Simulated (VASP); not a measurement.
Wanted: the native input for a VASP 6.6.1 run.

```
Task                   : single point
Functional             : PBE
Potentials or basis    : VASP PAW PBE potentials, release 64 (K_sv, Br)
Cutoff                 : 520 eV
k mesh                 : 6 × 6 × 6
Occupations            : gaussian, width 0.05 eV
Spin                   : no spin polarisation
Dipole correction      : no
Further INCAR settings : ALGO = Normal; EDIFF = 1e-06; NBANDS = 15
```

The structure of KBr lies in POSCAR:

```
KBr
1.0
    4.0434990000      0.0000000000      0.0000000000
    0.0000000000      4.0434990000      0.0000000000
    0.0000000000      0.0000000000      4.2557826975
K Br
1 1
Direct
    0.0000000000      0.0000000000      0.0000000000
    0.5000000000      0.5000000000      0.5000000000
```

This cell differs from its parent crystal: strain +0.0525 x Voigt [0, 0, 1, 0, 0, 0].

The input as run:

INCAR

```
SYSTEM = KBr
  PREC = Accurate
  ENCUT = 520
  EDIFF = 1E-6
  ISMEAR = 0
  SIGMA = 0.05
  LREAL = .False.
  LASPH = .True.
  NELM = 60
  ALGO = Normal
  ISIF = 2
  LWAVE = .False.
  LCHARG = .False.
  GGA = PE
  NBANDS = 15
```

KPOINTS

```
Automatic mesh
0
Gamma
  6 6 6
  0 0 0
```

Potentials or basis: VASP PAW PBE potentials, release 64 (K_sv, Br).

Run with:

```bash
$ cat potpaw_PBE.64/K_sv/POTCAR potpaw_PBE.64/Br/POTCAR > POTCAR
$ mpirun -np 1 vasp_std > vasp.out
```

Results of the run:

| Quantity | Value |
| --- | --- |
| Pressure | -0.8 GPa |
| Band gap on the k mesh | 3.61 eV, indirect (least direct gap 3.83 eV) |

Caveat: the cell differs from its parent crystal (strain +0.0525 x Voigt [0, 0, 1, 0, 0, 0]).

Wall time 13 s on 1 thread of Intel(R) Xeon(R) 6975P-C (Granite Rapids), on a shared host, peak memory 0.18 GiB.
